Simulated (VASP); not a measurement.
A run of VASP 6.6.1 is set up as follows.

The input INCAR:

```
SYSTEM = Cu
  PREC = Accurate
  ENCUT = 600
  EDIFF = 1E-6
  ISMEAR = -1
  SIGMA = 0.05
  LREAL = .False.
  LASPH = .True.
  NELM = 120
  ALGO = Normal
  ISIF = 2
  LWAVE = .False.
  LCHARG = .False.
  GGA = PS
  IVDW = 12
  NBANDS = 12
  GGA_COMPAT = .False.
```

The input KPOINTS:

```
regular mesh
0
Gamma
  13 13 13
  0 0 0
```

The input POSCAR:

```
Cu
1.0
    0.0000000000      1.7547590036      1.7547590036
    1.7547590036      0.0000000000      1.7547590036
    1.7547590036      1.7547590036      0.0000000000
Cu
1
Direct
    0.0000000000      0.0000000000      0.0000000000
```

Potentials or basis: VASP PAW PBE potentials, release 64 (Cu).

Launch:

```sh
$ cat potpaw_PBE.64/Cu/POTCAR > POTCAR
$ mpirun -np 1 vasp_std > vasp.out
```

Problem. Predict the pressure.

Solution. 0.8 GPa.

Problem. What does it give for the dispersion energy per atom?

Solution. -0.573 eV.

Caveat: the PAW data sets were made with another functional, which shifts forces and pressure a little; pairwise dispersion overbinds metals, which lowers pressure and volume.
